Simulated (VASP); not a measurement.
# Na2Al2O (I4/mmm) in VASP: relaxation of cell and atoms with PBE

Aim: the relaxation of cell and atoms of Na2Al2O with PBE.

Everything below comes from runs of VASP 6.6.1. Logs are shortened: lines on timing, memory, paths and dates and some standing lists are left out, and cuts for length are marked.

### Step 1. The cell of the first run

It takes space group I4/mmm (No. 139, tetragonal). The conventional cell has a = 3.792 Å, b = 3.792 Å, c = 9.151 Å, α = 90.00°, β = 90.00°, γ = 90.00°. Within 3.0 Å of Na (site symmetry 4mm) lie 4 Al at 2.21 Å and 1 Na at 2.29 Å and 4 O at 2.91 Å. Al (site symmetry -4m2) has 4 Na at 2.21 Å and 4 Al at 2.68 Å and 4 O at 2.97 Å within 3.0 Å. O (site symmetry 4/mmm) has 10 Na at 2.91 to 3.43 Å and 8 Al at 2.97 Å and 4 O at 3.79 Å within 3.8 Å.

The cell was generated, and may not be a known phase.

### Step 2. Relaxation of cell and atoms, PBE

The input, INCAR:

```
ALGO = Normal ; EDIFF = 1E-7
EDIFFG = -0.04 ; ENCUT = 1130
GGA = PE ; GGA_COMPAT = False
IBRION = 2 ; ISIF = 3
ISMEAR = 0 ; LASPH = True
LCHARG = False ; LREAL = False
LWAVE = False ; NELM = 120
NELMIN = 4 ; NSW = 90
PREC = Accurate ; SIGMA = 0.1
```

The input, KPOINTS:

```
k-points
0
Gamma
  6 6 6
```

The input, POSCAR:

```
Na2Al2O
1.0
   -1.8957647300      1.8957647300      4.5754706100
    1.8957647300     -1.8957647300      4.5754706100
    1.8957647300      1.8957647300     -4.5754706100
Na Al O
2 2 1
Direct
    0.6250064400      0.6250064400      0.0000000000
    0.3749935600      0.3749935600      0.0000000000
    0.2500000000      0.7500000000      0.5000000000
    0.7500000000      0.2500000000      0.5000000000
    0.0000000000      0.0000000000      0.0000000000
```

Potentials or basis: VASP PAW PBE potentials, release 64 (Na_sv, Al, O).

Started as:

```
$ cat potpaw_PBE.64/Na_sv/POTCAR potpaw_PBE.64/Al/POTCAR potpaw_PBE.64/O/POTCAR > POTCAR
$ mpirun -np 1 vasp_std > vasp.out
```

OUTCAR:

```text
EDIFF = 1E-7
   EDIFFG = -0.04
   ENCUT = 1130
   GGA = PE
   IBRION = 2
   ISIF = 3
   ISMEAR = 0
   LASPH = True
   LREAL = False
   NELM = 120
   NELMIN = 4
   NSW = 90
   PREC = Accurate

 ion  position               nearest neighbor table
   1  0.625  0.625  0.000-   3 2.21   4 2.21   3 2.21   4 2.21
   2  0.375  0.375  0.000-   3 2.21   4 2.21   3 2.21   4 2.21
   3  0.250  0.750  0.500-   2 2.21   1 2.21   2 2.21   1 2.21   4 2.68   4 2.68   4 2.68   4 2.68

   4  0.750  0.250  0.500-   2 2.21   1 2.21   2 2.21   1 2.21   3 2.68   3 2.68   3 2.68   3 2.68

   5  0.000  0.000  0.000-

  LATTYP: Found a body centered tetragonal cell.
 ALAT       =     3.7915294600
 C/A-ratio  =     2.4135223837

  Lattice vectors:

 A1 = (  -1.8957647300,   1.8957647300,   4.5754706100)
 A2 = (   1.8957647300,  -1.8957647300,   4.5754706100)
 A3 = (   1.8957647300,   1.8957647300,  -4.5754706100)

Analysis of symmetry for initial positions (statically):
=====================================================================
 Subroutine PRICEL returns:
 Original cell was already a primitive cell.

 Routine SETGRP: Setting up the symmetry group for a
 body centered tetragonal supercell.

 Subroutine GETGRP returns: Found 16 space group operations
 (whereof 16 operations were pure point group operations)
 out of a pool of 16 trial point group operations.

The static configuration has the point symmetry D_4h.

Analysis of symmetry for dynamics (positions and initial velocities):
=====================================================================
 Subroutine PRICEL returns:
 Original cell was already a primitive cell.

 Routine SETGRP: Setting up the symmetry group for a
 body centered tetragonal supercell.

 Subroutine GETGRP returns: Found 16 space group operations
 (whereof 16 operations were pure point group operations)
 out of a pool of 16 trial point group operations.

The dynamic configuration has the point symmetry D_4h.

 Subroutine INISYM returns: Found 16 space group operations
 (whereof 16 operations are pure point group operations),
 and found     1 'primitive' translations

----------------------------------------------------------------------------------------

                                     Primitive cell

  volume of cell :      65.7756

  direct lattice vectors                    reciprocal lattice vectors
    -1.895764730  1.895764730  4.575470610     0.000000000  0.263745808  0.109278377
     1.895764730 -1.895764730  4.575470610     0.263745808  0.000000000  0.109278377
     1.895764730  1.895764730 -4.575470610     0.263745808  0.263745808  0.000000000

  length of vectors
     5.303091469  5.303091469  5.303091469     0.285488379  0.285488379  0.372992898

  position of ions in fractional coordinates (direct lattice)
     0.625006440  0.625006440  0.000000000
     0.374993560  0.374993560  0.000000000
     0.250000000  0.750000000  0.500000000
     0.750000000  0.250000000  0.500000000
     0.000000000  0.000000000  0.000000000

  ion indices of the primitive-cell ions
   primitive index   ion index
                 1           1
                 2           2
                 3           3
                 4           4
                 5           5

----------------------------------------------------------------------------------------

 KPOINTS: k-points

Automatic generation of k-mesh.
 Grid dimensions read from file:
 generate k-points for:    6    6    6

 Generating k-lattice:

  Cartesian coordinates                     Fractional coordinates (reciprocal lattice)
     0.000000000  0.043957635  0.018213063     0.166666667  0.000000000  0.000000000
     0.043957635  0.000000000  0.018213063     0.000000000  0.166666667  0.000000000
     0.043957635  0.043957635  0.000000000     0.000000000  0.000000000  0.166666667

  Length of vectors
     0.047581397  0.047581397  0.062165483

  Shift w.r.t. Gamma in fractional coordinates (k-lattice)
     0.000000000  0.000000000  0.000000000

 Subroutine IBZKPT returns following result:
 ===========================================

 Found     30 irreducible k-points:

 Following reciprocal coordinates:
            Coordinates               Weight
  0.000000  0.000000  0.000000      1.000000
  0.166667  0.000000 -0.000000      8.000000
  0.333333  0.000000  0.000000      8.000000
  0.500000 -0.000000  0.000000      4.000000
  0.166667  0.166667  0.000000      8.000000
  0.333333  0.166667  0.000000     16.000000
[... 16 lines left out ...]
 -0.333333 -0.333333  0.166667      8.000000
 -0.166667 -0.333333  0.166667      8.000000
 [... further k-points ...]
   k-points           NKPTS =     30   k-points in BZ     NKDIM =     30   number of bands    NBANDS=     19
   number of dos      NEDOS =    301   number of ions     NIONS =      5
   total plane-waves  NPLWV = 216000
   dimension x,y,z NGX =    60 NGY =   60 NGZ =   60
   dimension x,y,z NGXF=   120 NGYF=  120 NGZF=  120
   ions per type =               2   2   1
   NGX,Y,Z   is equivalent  to a cutoff of  18.81, 18.81, 18.81 a.u.
   NGXF,Y,Z  is equivalent  to a cutoff of  37.62, 37.62, 37.62 a.u.
 SYSTEM =  unknown system
   PREC   = accura    normal or accurate (medium, high low for compatibility)
   ISTART =      0    job   : 0-new  1-cont  2-samecut
   ICHARG =      2    charge: 1-file 2-atom 10-const
   ISPIN  =      1    spin polarized calculation?
   LNONCOLLINEAR =      F non collinear calculations
   LSORBIT =      F    spin-orbit coupling
   LASPH  =      T    aspherical Exc in radial PAW
   ENCUT  = 1130.0 eV  83.05 Ry    9.11 a.u.  14.54 14.54 14.54*2*pi/ulx,y,z
   NELM   =    120;   NELMIN=  4; NELMDL= -5     # of ELM steps
   EDIFF  = 0.1E-06   stopping-criterion for ELM
   LREAL  =      F    real-space projection
   EDIFFG = -.4E-01   stopping-criterion for IOM
   NSW    =     90    number of steps for IOM
   IBRION =      2    ionic relax: 0-MD 1-quasi-New 2-CG
   NFREE  =      1    steps in history (QN), initial steepest desc. (CG)
   ISIF   =      3    stress and relaxation
   ISYM   =      2    0-nonsym 1-usesym 2-fastsym
   POTIM  = 0.5000    time-step for ionic-motion
   TEBEG  =    0.0;   TEEND  =   0.0 temperature during run
   PSTRESS=    0.0 pullay stress
   NELECT =      30.0000    total number of electrons
   NUPDOWN=      -1.0000    fix difference up-down
   EMIN   =  10.00;   EMAX   =-10.00  energy-range for DOS
   EFERMI =   0.00;   METHOD = LEGACY
   ISMEAR =     0;   SIGMA  =   0.10  broadening in eV -4-tet -1-fermi 0-gaus
   EFERMI_NEDOS =   21; number of points for ismear=-14 and -15
   IALGO  =     38    algorithm
   IMIX   =      4    mixing-type and parameters
     AMIX     =   0.40;   BMIX     =  1.00
     AMIX_MAG =   1.60;   BMIX_MAG =  1.00
  volume/ion in A,a.u.               =      13.16        88.78
  Fermi-wavevector in a.u.,A,eV,Ry     =   1.260164  2.381364 21.606229  1.588013
  Thomas-Fermi vector in A             =   2.393687
   LORBIT       =      0    0 simple, 1 ext, 2 COOP (PROOUT), +10 PAW based schemes
   GGA     = PE    functional components
   LHFCALC =     F    Hartree Fock is set to
   AEXX    =    0.0000 exact exchange contribution
   IVDW    =     0    specifies the selected vdW correction
   LEPSILON=     F    determine dielectric tensor
   LRPA    =     F    only Hartree local field effects (RPA)
 conjugate gradient relaxation of ions
 non-spin polarized calculation
 Gauss-broadening in eV      SIGMA  =   0.10
  energy-cutoff  :     1130.00
  volume of cell :       65.78
 maximum number of plane-waves:      5721
 NGX is ok and might be reduce to    60
   NGX = 29   NGY = 29   NGZ = 29

--------------------------------------- Ionic step        1  -------------------------------------------

 number of electron      29.9999999 magnetization

 Free energy of the ion-electron system (eV)
  ---------------------------------------------------
  ext. energy  EPLUGINS =         0.00000000
  ---------------------------------------------------
  free energy    TOTEN  =        -6.17044153 eV

  energy without entropy =       -6.16080992  energy(sigma->0) =       -6.16562572

 E-fermi :   6.7433     XC(G=0): -10.1418

 val. band max:        6.7332874146   @ k =  -0.3333   0.3333   0.0000
 cond. band min:       6.7492857013   @ k =  -0.3333   0.3333   0.3333
 fundamental gap:      0.0159982867
 Fermi energy:         6.7433172526

 k-point     1 :       0.0000    0.0000    0.0000
  band No.  band energies     occupation
      1     -47.5980      2.00000
      2     -47.5000      2.00000
      3     -19.8592      2.00000
      4     -19.5539      2.00000
      5     -19.5539      2.00000
      6     -19.5007      2.00000
[... 1154 lines left out ...]
      5     -21.1251      2.00000
      6     -21.0969      2.00000
[... 11 lines left out ...]
     18       5.7986      0.00000
     19       6.6824      0.00000

 [... further k-points ...]

[... ionic steps 4 to 12 ...]

--------------------------------------- Ionic step       13  -------------------------------------------

 number of electron      30.0000014 magnetization

------------------------ aborting loop because EDIFF is reached ----------------------------------------

  FORCE on cell =-STRESS in cart. coord.  units (eV):
  Direction    XX          YY          ZZ          XY          YZ          ZX
  --------------------------------------------------------------------------------------
  -------------------------------------------------------------------------------------
  Total        0.0763981      0.0763981      1.5062689      0.0000000      0.0000000      0.0000000
  in kB        1.3651837      1.3651837     26.9160353      0.0000000      0.0000000      0.0000000
  external PRESSURE =       9.8821342 kB  Pullay stress =       0.0000000 kB
[... 63 lines left out ...]
  energy  without entropy=      -14.4850261886  energy(sigma->0) =      -14.49303670

--------------------------------------- Ionic step       15  -------------------------------------------

 number of electron      30.0000009 magnetization

 Free energy of the ion-electron system (eV)
  ---------------------------------------------------
  ext. energy  EPLUGINS =         0.00000000
  ---------------------------------------------------
  free energy    TOTEN  =       -14.50297643 eV

  energy without entropy =      -14.48744395  energy(sigma->0) =      -14.49521019

 E-fermi :   2.9827     XC(G=0):  -8.7996

 val. band max:        2.9791163281   @ k =   0.1667   0.0000  -0.0000
 cond. band min:       2.9938571608   @ k =   0.3333   0.0000   0.0000
 fundamental gap:      0.0147408326
 Fermi energy:         2.9827386649

 k-point     1 :       0.0000    0.0000    0.0000
  band No.  band energies     occupation
      1     -48.8820      2.00000
      2     -48.7208      2.00000
      3     -21.2269      2.00000
      4     -20.7038      2.00000
      5     -20.7038      2.00000
      6     -20.5808      2.00000
[... 551 lines left out ...]
  FREE ENERGIE OF THE ION-ELECTRON SYSTEM (eV)
  ---------------------------------------------------
  free  energy   TOTEN  =       -14.5029764276 eV

  energy  without entropy=      -14.4874439466  energy(sigma->0) =      -14.49521019

 reached required accuracy - stopping structural energy minimisation
```

Wall time 37 min (1 thread of Intel Xeon Platinum 8259CL at 2.50GHz (Skylake/Cascade Lake), shared host); peak memory 0.62 GiB.

Results:

```
Free energy                           : -14.5030 eV
Relaxed volume                        : 18.18 Å³/atom
Relaxed cell                          : a = 7.415 Å, b = 7.415 Å, c = 7.415 Å, α = 151.80°, β = 151.80°, γ = 40.31°
Space group after relaxing (to 0.1 Å) : I4/mmm (No. 139)
Energy gained by relaxing             : 1666.5 meV/atom
Ionic steps                           : 15
Pressure after relaxing               : -0.1 GPa
Largest force after relaxing          : 0.036 eV/Å
Band gap on the k mesh                : zero (bands 15 and 16 overlap by 1.75 eV)
```

Forces on the atoms (eV/Å):
```
Na   0.000  0.000 -0.036
Na   0.000  0.000  0.036
Al   0.000  0.000  0.000
Al   0.000  0.000  0.000
O    0.000  0.000  0.000
```

Step by step:
```tsv
step	energy change (eV)	largest force (eV/Å)	pressure (GPa)	volume (Å³)
1	0.0000	6.6998	46.85	65.78
2	-5.3474	1.2629	-0.80	109.61
3	-5.4098	0.4739	1.03	102.74
4	-6.2311	0.4328	-1.02	107.20
5	-7.0700	1.3494	-9.29	116.51
6	-7.0901	1.1032	-4.51	113.00
7	-7.1796	1.2037	-5.73	114.24
8	-7.8715	1.3383	-4.91	101.52
9	-7.9193	1.3589	-4.41	98.76
10	-8.2155	0.8952	3.81	86.70
11	-8.2231	1.0029	2.65	88.23
12	-8.3230	0.0473	0.97	89.67
13	-8.3230	0.0360	0.99	89.66
14	-8.3306	0.0646	-0.64	91.43
15	-8.3325	0.0359	-0.13	90.88
```

Final structure:
```
Na Al O
1.0
    -1.80662    1.80662    6.96131
     1.80662   -1.80662    6.96131
     1.80662    1.80662   -6.96131
Na Al O
2 2 1
Cartesian
  0.0000 0.0000 8.0376
  0.0000 0.0000 5.8850
  1.8066 0.0000 3.4807
  0.0000 1.8066 3.4807
  0.0000 0.0000 0.0000
```

Caveat: the volume moved by over 15 % at a fixed basis, so the end points are rough.
